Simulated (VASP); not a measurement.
A run of VASP 6.6.1:

POSCAR

```
SnS2
1.0
    3.6235996058      0.0000000000      0.0000000000
   -1.8117998029      3.1381293118      0.0000000000
    0.0000000000      0.0000000000      5.4175484982
Sn S
1 2
Direct
    0.0000000000      0.0000000000      0.0000000000
    0.3333333333      0.6666666667      0.2720014038
    0.6666666667      0.3333333333      0.7279985962
```

INCAR.step1

```
SYSTEM = SnS2
ALGO = Normal
EDIFF = 1E-5
ENCUT = 400
GGA = PE
GGA_COMPAT = .FALSE.
ISIF = 2
ISMEAR = 0
LASPH = .TRUE.
LCHARG = .FALSE.
LREAL = .FALSE.
LWAVE = .TRUE.
NBANDS = 20
NELM = 120
PREC = Accurate
SIGMA = 0.05
```

Contents of INCAR.step2:

```
SYSTEM = SnS2
AEXX = 0.15
ALGO = Normal
EDIFF = 1E-6
ENCUT = 400
GGA = PE
GGA_COMPAT = .FALSE.
ISIF = 2
ISMEAR = 0
ISTART = 1
LASPH = .TRUE.
LCHARG = .FALSE.
LHFCALC = .TRUE.
LREAL = .FALSE.
LWAVE = .FALSE.
NBANDS = 20
NELM = 120
PREC = Accurate
PRECFOCK = Normal
SIGMA = 0.05
```

KPOINTS

```
k-points
0
G
  4 4 2
  0 0 0
```

Potentials or basis: VASP PAW PBE potentials, release 64 (Sn_d, S).

Run with:

```bash
$ cat potpaw_PBE.64/Sn_d/POTCAR potpaw_PBE.64/S/POTCAR > POTCAR
$ cp INCAR.step1 INCAR
$ mpirun -np 1 vasp_std > vasp.out
$ cp INCAR.step2 INCAR
$ mpirun -np 1 vasp_std > vasp.out
```

Hardware: 1 thread of Intel(R) Xeon(R) Platinum 8259CL CPU @ 2.50GHz (Skylake/Cascade Lake), with other jobs on the host.

Problem. How long does it take, and how much memory?

Solution. Wall time 5.7 min on 1 thread of Intel(R) Xeon(R) Platinum 8259CL CPU @ 2.50GHz (Skylake/Cascade Lake), on a shared host, peak memory 0.15 GiB. Counts: k points 8.
